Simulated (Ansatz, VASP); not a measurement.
One calculation of ZnO, two programs

```xyz
4
Lattice="3.2493 0.0000 0.0000 -1.6247 2.8140 0.0000 0.0000 0.0000 5.2057" Properties=species:S:1:pos:R:3 pbc="T T T"
Zn    1.6247    0.9380    0.0000
Zn    0.0000    1.8760    2.6029
O     0.0000    1.8760    4.5759
O     1.6247    0.9380    1.9730
```

Alike in both runs: functional RPBE; k mesh 5 × 5 × 3; occupations fermi-dirac, width 0.05 eV; no spin polarisation.

|  | VASP | Ansatz |
| --- | --- | --- |
| version | VASP 6.6.1 | Ansatz 0.2.0 |
| potentials or method | VASP PAW PBE potentials, release 64 (Zn, O) | Ansatz PAW |
| plane-wave cutoff (eV) | 520 | 420 |
| valence electrons in the cell | 36 | 36 |
| task | single point | band structure |

|  | VASP | Ansatz | Ansatz less VASP |
| --- | --- | --- | --- |
| gap on the k mesh at the Fermi level (eV) | 0.88 | 0.90 | +0.025 |
| least direct gap on the mesh (eV) | 0.88 | 0.90 | +0.025 |
| pressure (GPa) | 10.6 | 9.5 | -1.14 |
| traceless stress, the component that is largest in VASP (GPa) | 1.10 | 1.06 | -0.036 |
| rms of the force components (eV/Å) | 0.046 | 0.044 | -0.0025 |

VASP's potentials were made for PBE, not for RPBE. Atom by atom the forces differ by 0.003 eV/Å (rms over components). The functional is the same, so the differences come from potentials, cutoffs and numerics.

The k mesh is coarse, so the values compare programs but aren't converged.
